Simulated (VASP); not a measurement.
Set up this calculation in VASP 6.6.1, as the native input.

```
Task                   : single point
Functional             : PBE
Potentials or basis    : VASP PAW PBE potentials, release 64 (Gd)
Cutoff                 : 520 eV
k mesh                 : 8 × 8 × 5
Occupations            : gaussian, width 0.017 eV
Spin                   : collinear spin, ferromagnetic start
Starting moments       : [7.0, 7.0] μB
Dipole correction      : no
Further INCAR settings : ALGO = Normal; EDIFF = 1e-06; NBANDS = 29
```

The structure of Gd lies in POSCAR:

```
Gd
1.0
    3.6360000000      0.0000000000      0.0000000000
   -1.8180000000      3.1488683682      0.0000000000
    0.0000000000      0.0000000000      5.7826000000
Gd
2
Direct
    0.6666666667      0.3333333333      0.7500000000
    0.3333333333      0.6666666667      0.2500000000
```

These files were run (other wordings do the same):

INCAR

```
PREC     = Accurate       # precision mode
ENCUT    = 520            # plane-wave cutoff, eV
EDIFF    = 1E-6           # SCF threshold, eV
ISMEAR   = 0              # smearing method
SIGMA    = 0.017          # smearing width, eV
LREAL    = F              # projectors in reciprocal space
LASPH    = T              # aspherical terms in the spheres
NELM     = 150            # most SCF steps
ALGO     = Normal         # electronic algorithm
ISIF     = 2              # what is computed and relaxed
LWAVE    = F              # write WAVECAR
LCHARG   = T              # write CHGCAR
ISPIN    = 2              # spin polarisation
MAGMOM   = 7 7            # initial moments
LORBIT   = 11             # projections on sites
LMAXMIX  = 6              # l up to which the mixer works
GGA      = PE             # functional
LELF     = T              # ELF
LVHAR    = T            
NBANDS   = 29             # bands
```

KPOINTS

```
Automatic mesh
0
Gamma
  8 8 5
```

Potentials or basis: VASP PAW PBE potentials, release 64 (Gd).

Launch:

```console
$ cat potpaw_PBE.64/Gd/POTCAR > POTCAR
$ mpirun -np 1 vasp_std > vasp.out
```

Results of the run:

```json
{
  "Pressure": "0.5 GPa",
  "Net moment": "15.19 μB per cell",
  "Site moments": "Gd +6.98 μB",
  "Valence electrons inside the program's atomic spheres": "Gd 15.19"
}
```

It took 3.7 min on 1 thread of Intel(R) Xeon(R) 6975P-C (Granite Rapids) (shared host), peak memory 0.28 GiB.
